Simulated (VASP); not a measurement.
# MgO (I4/mmm) in VASP: notebook

MgO is run at these levels: r2SCAN; tasks: single point.

All numbers are computed with VASP 6.6.1; they aren't measurements. Logs are shortened: lines on timing, memory, paths and dates and some standing lists are left out, and cuts for length are marked.

## 1. The cell of the first run

Symmetry: I4/mmm, No. 139, tetragonal system. The conventional cell has a = 3.061 Å, b = 3.061 Å, c = 4.156 Å, α = 90.00°, β = 90.00°, γ = 90.00°. Mg (site symmetry 4/mmm) has 6 O at 2.08 to 2.16 Å within 2.8 Å. O (site symmetry 4/mmm) has 6 Mg at 2.08 to 2.16 Å within 2.8 Å.

## 2. Single point, r2SCAN

POSCAR

```
MgO
1.0
    0.0000000000      2.1644022651      2.0778261745
    2.1644022651      0.0000000000      2.0778261745
    2.1644022651      2.1644022651      0.0000000000
Mg O
1 1
Direct
    0.0000000000      0.0000000000      0.0000000000
    0.5000000000      0.5000000000      0.5000000000
```

INCAR.step1

```
SYSTEM = MgO
ALGO = Normal
EDIFF = 1E-4
ENCUT = 520
GGA = PE
ISMEAR = 0
LASPH = .True.
LCHARG = .False.
LREAL = .False.
LWAVE = .True.
NBANDS = 11
NELM = 80
PREC = Accurate
SIGMA = 0.05
```

INCAR.step2

```
SYSTEM = MgO
ALGO = Normal
EDIFF = 1E-7
ENCUT = 520
ISIF = 2
ISMEAR = 0
ISTART = 1
LASPH = .True.
LCHARG = .False.
LMIXTAU = .True.
LREAL = .False.
LWAVE = .False.
METAGGA = R2SCAN
NBANDS = 11
NELM = 80
PREC = Accurate
SIGMA = 0.05
```

KPOINTS

```
k-points
0
Gamma
  10 10 10
  0 0 0
```

Potentials or basis: VASP PAW PBE potentials, release 64 (Mg, O).

Run with:

```bash
cat potpaw_PBE.64/Mg/POTCAR potpaw_PBE.64/O/POTCAR > POTCAR
cp INCAR.step1 INCAR
mpirun -np 1 vasp_std > vasp.out
cp INCAR.step2 INCAR
mpirun -np 1 vasp_std > vasp.out
```

OUTCAR:

```text
SYSTEM = MgO
   EDIFF = 1E-7
   ENCUT = 520
   ISIF = 2
   ISMEAR = 0
   ISTART = 1
   LASPH = .True.
   LREAL = .False.
   METAGGA = R2SCAN
   NELM = 80
   PREC = Accurate

 ion  position               nearest neighbor table
   1  0.000  0.000  0.000-   2 2.08   2 2.08   2 2.16   2 2.16   2 2.16   2 2.16
   2  0.500  0.500  0.500-   1 2.08   1 2.08   1 2.16   1 2.16   1 2.16   1 2.16

  LATTYP: Found a body centered tetragonal cell.
 ALAT       =     3.0609270377
 C/A-ratio  =     1.3576450199

  Lattice vectors:

 A1 = (   0.0000000000,  -2.1644022651,  -2.0778261745)
 A2 = (   0.0000000000,   2.1644022651,  -2.0778261745)
 A3 = (   2.1644022651,   0.0000000000,   2.0778261745)

Analysis of symmetry for initial positions (statically):
=====================================================================
 Subroutine PRICEL returns:
 Original cell was already a primitive cell.

 Routine SETGRP: Setting up the symmetry group for a
 body centered tetragonal supercell.

 Subroutine GETGRP returns: Found 16 space group operations
 (whereof 16 operations were pure point group operations)
 out of a pool of 16 trial point group operations.

The static configuration has the point symmetry D_4h.

Analysis of symmetry for dynamics (positions and initial velocities):
=====================================================================
 Subroutine PRICEL returns:
 Original cell was already a primitive cell.

 Routine SETGRP: Setting up the symmetry group for a
 body centered tetragonal supercell.

 Subroutine GETGRP returns: Found 16 space group operations
 (whereof 16 operations were pure point group operations)
 out of a pool of 16 trial point group operations.

The dynamic configuration has the point symmetry D_4h.

 Subroutine INISYM returns: Found 16 space group operations
 (whereof 16 operations are pure point group operations),
 and found     1 'primitive' translations

----------------------------------------------------------------------------------------

                                     Primitive cell

  volume of cell :      19.4677

  direct lattice vectors                    reciprocal lattice vectors
     0.000000000  2.164402265  2.077826175    -0.231010662  0.231010662  0.240636106
     2.164402265  0.000000000  2.077826175     0.231010662 -0.231010662  0.240636106
     2.164402265  2.164402265  0.000000000     0.231010662  0.231010662 -0.240636106

  length of vectors
     3.000333111  3.000333111  3.060927038     0.405755576  0.405755576  0.405755576

  position of ions in fractional coordinates (direct lattice)
     0.000000000  0.000000000  0.000000000
     0.500000000  0.500000000  0.500000000

  ion indices of the primitive-cell ions
   primitive index   ion index
                 1           1
                 2           2

----------------------------------------------------------------------------------------

 KPOINTS: k-points

Automatic generation of k-mesh.
 Grid dimensions read from file:
 generate k-points for:   10   10   10

 Generating k-lattice:

  Cartesian coordinates                     Fractional coordinates (reciprocal lattice)
    -0.023101066  0.023101066  0.024063611     0.100000000  0.000000000  0.000000000
     0.023101066 -0.023101066  0.024063611     0.000000000  0.100000000  0.000000000
     0.023101066  0.023101066 -0.024063611    -0.000000000 -0.000000000  0.100000000

  Length of vectors
     0.040575558  0.040575558  0.040575558

  Shift w.r.t. Gamma in fractional coordinates (k-lattice)
     0.000000000  0.000000000  0.000000000

 Subroutine IBZKPT returns following result:
 ===========================================

 Found    102 irreducible k-points:

 Following reciprocal coordinates:
            Coordinates               Weight
  0.000000  0.000000  0.000000      1.000000
  0.100000 -0.000000  0.000000      8.000000
  0.200000 -0.000000  0.000000      8.000000
  0.300000  0.000000  0.000000      8.000000
  0.400000  0.000000  0.000000      8.000000
  0.500000 -0.000000  0.000000      4.000000
[... 16 lines left out ...]
  0.300000  0.300000  0.000000      2.000000
  0.400000  0.300000  0.000000      8.000000
 [... further k-points ...]
   k-points           NKPTS =    102   k-points in BZ     NKDIM =    102   number of bands    NBANDS=     11
   number of dos      NEDOS =    301   number of ions     NIONS =      2
   total plane-waves  NPLWV =  13824
   dimension x,y,z NGX =    24 NGY =   24 NGZ =   24
   dimension x,y,z NGXF=    48 NGYF=   48 NGZF=   48
   ions per type =               1   1
   NGX,Y,Z   is equivalent  to a cutoff of  13.30, 13.30, 13.03 a.u.
   NGXF,Y,Z  is equivalent  to a cutoff of  26.60, 26.60, 26.07 a.u.
 SYSTEM =  MgO
   PREC   = accura    normal or accurate (medium, high low for compatibility)
   ISTART =      1    job   : 0-new  1-cont  2-samecut
   ICHARG =      0    charge: 1-file 2-atom 10-const
   ISPIN  =      1    spin polarized calculation?
   LNONCOLLINEAR =      F non collinear calculations
   LSORBIT =      F    spin-orbit coupling
   LASPH  =      T    aspherical Exc in radial PAW
   ENCUT  =  520.0 eV  38.22 Ry    6.18 a.u.   5.58  5.58  5.69*2*pi/ulx,y,z
   NELM   =     80;   NELMIN=  2; NELMDL=  0     # of ELM steps
   EDIFF  = 0.1E-06   stopping-criterion for ELM
   LREAL  =      F    real-space projection
   EDIFFG = 0.1E-05   stopping-criterion for IOM
   NSW    =      0    number of steps for IOM
   IBRION =     -1    ionic relax: 0-MD 1-quasi-New 2-CG
   NFREE  =      0    steps in history (QN), initial steepest desc. (CG)
   ISIF   =      2    stress and relaxation
   ISYM   =      2    0-nonsym 1-usesym 2-fastsym
   POTIM  = 0.5000    time-step for ionic-motion
   TEBEG  =    0.0;   TEEND  =   0.0 temperature during run
   PSTRESS=    0.0 pullay stress
   NELECT =       8.0000    total number of electrons
   NUPDOWN=      -1.0000    fix difference up-down
   EMIN   =  10.00;   EMAX   =-10.00  energy-range for DOS
   EFERMI =   0.00;   METHOD = LEGACY
   ISMEAR =     0;   SIGMA  =   0.05  broadening in eV -4-tet -1-fermi 0-gaus
   EFERMI_NEDOS =   21; number of points for ismear=-14 and -15
   IALGO  =     38    algorithm
   IMIX   =      4    mixing-type and parameters
     AMIX     =   0.40;   BMIX     =  1.00
     AMIX_MAG =   1.60;   BMIX_MAG =  1.00
  volume/ion in A,a.u.               =       9.73        65.69
  Fermi-wavevector in a.u.,A,eV,Ry     =   1.217119  2.300022 20.155386  1.481379
  Thomas-Fermi vector in A             =   2.352450
   LORBIT       =      0    0 simple, 1 ext, 2 COOP (PROOUT), +10 PAW based schemes
   METAGGA = R2SCAN    functional components
   LHFCALC =     F    Hartree Fock is set to
   AEXX    =    0.0000 exact exchange contribution
   IVDW    =     0    specifies the selected vdW correction
   LEPSILON=     F    determine dielectric tensor
   LRPA    =     F    only Hartree local field effects (RPA)
 non-spin polarized calculation
 Gauss-broadening in eV      SIGMA  =   0.05
  energy-cutoff  :      520.00
  volume of cell :       19.47
 maximum number of plane-waves:       540
 NGX is ok and might be reduce to    24
   NGX = 11   NGY = 11   NGZ = 11

 number of electron       8.0000001 magnetization

 Free energy of the ion-electron system (eV)
  ---------------------------------------------------
  ext. energy  EPLUGINS =         0.00000000
  ---------------------------------------------------
  free energy    TOTEN  =       -16.12415103 eV

  energy without entropy =      -16.12415103  energy(sigma->0) =      -16.12415103

 E-fermi :   2.7604     XC(G=0): -11.3820

 val. band max:        2.5104415934   @ k =   0.0000   0.0000   0.0000
 cond. band min:       7.6654647553   @ k =   0.0000   0.0000   0.0000
 fundamental gap:      5.1550231619
 Fermi energy:         2.7604008237

 k-point     1 :       0.0000    0.0000    0.0000
  band No.  band energies     occupation
      1     -15.5205      2.00000
      2       2.4075      2.00000
      3       2.5104      2.00000
      4       2.5104      2.00000
      5       7.6655      0.00000
      6      18.9483      0.00000
      7      18.9483      0.00000
      8      19.3674      0.00000
      9      23.1191      0.00000
     10      24.1560      0.00000
     11      25.5285      0.00000

 k-point     2 :       0.1000   -0.0000    0.0000
  band No.  band energies     occupation
      1     -15.4238      2.00000
      2       1.8535      2.00000
      3       2.3899      2.00000
      4       2.4377      2.00000
      5       8.2815      0.00000
      6      17.8451      0.00000
      7      19.1705      0.00000
      8      19.4752      0.00000
      9      23.4716      0.00000
     10      24.5380      0.00000
     11      24.8178      0.00000

 k-point     3 :       0.2000   -0.0000    0.0000
  band No.  band energies     occupation
      1     -15.1600      2.00000
      2       0.5841      2.00000
      3       2.2415      2.00000
      4       2.2536      2.00000
      5       9.4969      0.00000
      6      16.3205      0.00000
      7      19.5399      0.00000
      8      20.0115      0.00000
      9      22.9381      0.00000
     10      23.7265      0.00000
     11      25.5944      0.00000

 k-point     4 :       0.3000    0.0000    0.0000
  band No.  band energies     occupation
      1     -14.8076      2.00000
      2      -0.6898      2.00000
      3       2.0376      2.00000
      4       2.0685      2.00000
      5      10.4995      0.00000
      6      15.5826      0.00000
      7      19.4584      0.00000
      8      20.2488      0.00000
      9      23.6282      0.00000
     10      23.9636      0.00000
     11      25.0450      0.00000

 k-point     5 :       0.4000    0.0000    0.0000
  band No.  band energies     occupation
      1     -14.4966      2.00000
      2      -1.6128      2.00000
      3       1.8710      2.00000
      4       1.9341      2.00000
      5      10.9238      0.00000
      6      15.6262      0.00000
      7      19.1548      0.00000
      8      20.0839      0.00000
      9      24.3340      0.00000
     10      25.0003      0.00000
     11      25.3839      0.00000
[... 211 lines left out ...]
 k-point    21 :      -0.3000    0.2000    0.0000
  band No.  band energies     occupation
      1     -14.4400      2.00000
      2      -0.9667      2.00000
      3       0.7579      2.00000
      4       1.8077      2.00000
      5      12.2958      0.00000
      6      15.3621      0.00000
      7      17.3659      0.00000
      8      20.1482      0.00000
      9      23.3463      0.00000
     10      24.2443      0.00000
     11      28.8605      0.00000

 k-point    22 :      -0.2000    0.2000    0.0000
  band No.  band energies     occupation
      1     -14.7229      2.00000
      2      -0.3938      2.00000
      3       1.1633      2.00000
      4       2.0342      2.00000
      5      11.4367      0.00000
      6      15.3863      0.00000
      7      18.2524      0.00000
      8      20.5913      0.00000
      9      21.5594      0.00000
     10      24.7133      0.00000
     11      28.7446      0.00000

 k-point    23 :       0.3000    0.3000    0.0000
  band No.  band energies     occupation
      1     -14.5724      2.00000
      2      -0.5581      2.00000
      3       1.4948      2.00000
      4       1.4948      2.00000
      5      11.8665      0.00000
      6      13.5615      0.00000
      7      18.1298      0.00000
      8      20.8841      0.00000
      9      20.8841      0.00000
     10      27.0462      0.00000
     11      31.1808      0.00000

 k-point    24 :       0.4000    0.3000    0.0000
  band No.  band energies     occupation
      1     -14.3506      2.00000
      2      -0.9492      2.00000
      3       1.1618      2.00000
      4       1.3360      2.00000
      5      12.6236      0.00000
      6      13.2508      0.00000
      7      17.2135      0.00000
      8      21.0846      0.00000
      9      21.3649      0.00000
     10      27.9119      0.00000
     11      30.5639      0.00000

 [... further k-points ...]
[... 5 lines left out ...]
  --------------------------------------------------------------------------------------
  -------------------------------------------------------------------------------------
  Total       -1.2223999     -1.2223999     -0.3479340      0.0000000      0.0000000     -0.0000000
  in kB     -100.6024915   -100.6024915    -28.6346740      0.0000000      0.0000000     -0.0000000
  external PRESSURE =     -76.6132190 kB  Pullay stress =       0.0000000 kB

 VOLUME and BASIS-vectors are now :
 -----------------------------------------------------------------------------
  energy-cutoff  :      520.00
  volume of cell :       19.47
      direct lattice vectors                 reciprocal lattice vectors
     0.000000000  2.164402265  2.077826175    -0.231010662  0.231010662  0.240636106
     2.164402265  0.000000000  2.077826175     0.231010662 -0.231010662  0.240636106
     2.164402265  2.164402265  0.000000000     0.231010662  0.231010662 -0.240636106

 POSITION                                       TOTAL-FORCE (eV/Angst)
 -----------------------------------------------------------------------------------
      0.00000      0.00000      0.00000         0.000000      0.000000      0.000000
      2.16440      2.16440      2.07783         0.000000     -0.000000      0.000000
 -----------------------------------------------------------------------------------
    total drift:                               -0.000000     -0.000000      0.000000

  FREE ENERGIE OF THE ION-ELECTRON SYSTEM (eV)
  ---------------------------------------------------
  free  energy   TOTEN  =       -16.1241510303 eV

  energy  without entropy=      -16.1241510303  energy(sigma->0) =      -16.12415103
```

Wall time 2.2 min (1 thread of Intel Xeon 8259CL, shared host); peak memory 0.16 GiB.

Results:

* Free energy: -16.1242 eV
* Pressure: -7.7 GPa
* Band gap on the k mesh: 5.16 eV

Stress tensor (GPa, compression positive):
```
-10.06   0.00   0.00
  0.00 -10.06   0.00
  0.00   0.00  -2.86
```

Caveat: the cell stands under tension; the PAW data sets were made with another functional, which shifts forces and pressure a little.

## 3. Single point, r2SCAN

POSCAR

```
MgO
1.0
    0.0000000000      2.1007060737      2.2057413773
    2.1007060737      0.0000000000      2.2057413773
    2.1007060737      2.1007060737      0.0000000000
Mg O
1 1
Direct
    0.0000000000      0.0000000000      0.0000000000
    0.5000000000      0.5000000000      0.5000000000
```

INCAR.step1

```
ALGO = Normal
EDIFF = 1E-4
ENCUT = 520
GGA = PE
ISMEAR = 0
LASPH = True
LCHARG = False
LREAL = False
LWAVE = True
NBANDS = 11
NELM = 100
PREC = Accurate
SIGMA = 0.05
```

INCAR.step2

```
ALGO = Normal
EDIFF = 1E-6
ENCUT = 520
ISIF = 2
ISMEAR = 0
ISTART = 1
LASPH = True
LCHARG = False
LMIXTAU = True
LREAL = False
LWAVE = False
METAGGA = R2SCAN
NBANDS = 11
NELM = 100
PREC = Accurate
SIGMA = 0.05
```

KPOINTS

```
k-points
0
Gamma
  10 10 10
```

Potentials or basis: VASP PAW PBE potentials, release 64 (Mg, O).

Run with:

```bash
cat potpaw_PBE.64/Mg/POTCAR potpaw_PBE.64/O/POTCAR > POTCAR
cp INCAR.step1 INCAR
mpirun -np 1 vasp_std > vasp.out
cp INCAR.step2 INCAR
mpirun -np 1 vasp_std > vasp.out
```

It took 1.7 min on 1 thread of Intel Xeon 8259CL, shared host; peak memory 0.16 GiB.

It converged, with:

| Property | Result |
| --- | --- |
| Free energy | -16.1211 eV |
| Pressure | -7.5 GPa |
| Band gap on the k mesh | 5.12 eV |

Stress tensor (GPa, compression positive):
```
 -5.08   0.00   0.00
  0.00  -5.08   0.00
  0.00   0.00 -12.27
```

Levels at points of the mesh, in eV from the valence-band top:
```
           k point  band 2  band 3  band 4  band 5  band 6  band 7
(0.00, 0.00, 0.00)   -0.10   -0.10    0.00    5.12   16.21   16.72
(0.50, 0.00, 0.00)   -4.49   -0.75   -0.65    8.45   13.23   16.45
(0.50, 0.50, 0.00)   -4.09   -1.25   -1.25   10.25   10.61   13.34
(0.50, 0.00, 0.50)   -3.95   -1.60   -1.29    9.76   10.53   13.98
```

Caveat: the cell stands under tension; the PAW data sets were made with another functional, which shifts forces and pressure a little.
